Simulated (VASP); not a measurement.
**TaN: single point with LDA**

TaN:

```
Ta N
1.0
     0.00000    2.17384    2.17384
     2.17384    0.00000    2.17384
     2.17384    2.17384    0.00000
Ta N
1 1
Direct
  0.49674 0.50543 0.50326
  0.04209 0.92985 0.95791
```

This cell differs from its parent crystal: atoms displaced along several vibrational modes.

```yaml
Program: VASP 6.6.1
Task: single point
Functional: LDA
Potentials_or_basis: VASP PAW LDA potentials, release 64 (Ta_pv, N)
Cutoff: 520 eV
k_mesh: 18 × 18 × 18
Occupations: gaussian, width 0.15 eV
Spin: no spin polarisation
```

```json
{
  "Pressure": "16.6 GPa",
  "Largest force": "3.524 eV/Å",
  "Band gap on the k mesh": "zero (bands 8 and 9 overlap by 3.11 eV)"
}
```

Forces in eV/Å, atoms in the order of the input:
```
Ta  -3.467  0.000 -0.631
N    3.467  0.000  0.631
```

Stress tensor (GPa, compression positive):
```
41.98  0.00 -2.86
 0.00  2.58  0.00
-2.86  0.00  5.17
```

Levels at points of the mesh, in eV from the Fermi level:
| k point | band 4 | band 5 | band 6 | band 7 | band 8 | band 9 | band 10 | band 11 | band 12 | band 13 |
| --- | --- | --- | --- | --- | --- | --- | --- | --- | --- | --- |
| (0.00, 0.00, 0.00) | -18.74 | -5.13 | -5.05 | -4.92 | -2.00 | -0.64 | -0.52 | 0.44 | 1.81 | 2.20 |
| (0.50, 0.00, 0.00) | -15.55 | -10.40 | -7.60 | -7.38 | 1.64 | 1.93 | 2.35 | 3.79 | 6.77 | 8.60 |
| (0.00, 0.50, 0.00) | -15.63 | -10.33 | -7.72 | -7.60 | 1.71 | 2.09 | 2.46 | 4.15 | 7.06 | 8.79 |
| (0.50, 0.50, 0.00) | -17.40 | -7.18 | -6.51 | -4.80 | -2.64 | 2.89 | 3.87 | 3.94 | 4.62 | 7.11 |
| (0.00, 0.50, 0.50) | -17.36 | -6.25 | -5.77 | -4.58 | -4.32 | 2.50 | 3.62 | 3.86 | 3.89 | 6.41 |
| (0.50, 0.00, 0.50) | -17.41 | -7.22 | -6.53 | -4.84 | -2.54 | 2.93 | 3.87 | 3.94 | 4.60 | 7.37 |

Wall time 6.5 min on 1 thread of Intel Xeon 8259CL (shared host), peak memory 0.55 GiB.

Caveat: the cell differs from its parent crystal (atoms displaced along several vibrational modes); the stress differs along the axes, from 3 to 42 GPa; spin-orbit coupling is left out, which moves the levels of the heavy elements; forces of over 1 eV/Å act on the atoms, so gaps and moduli don't describe the material at rest.
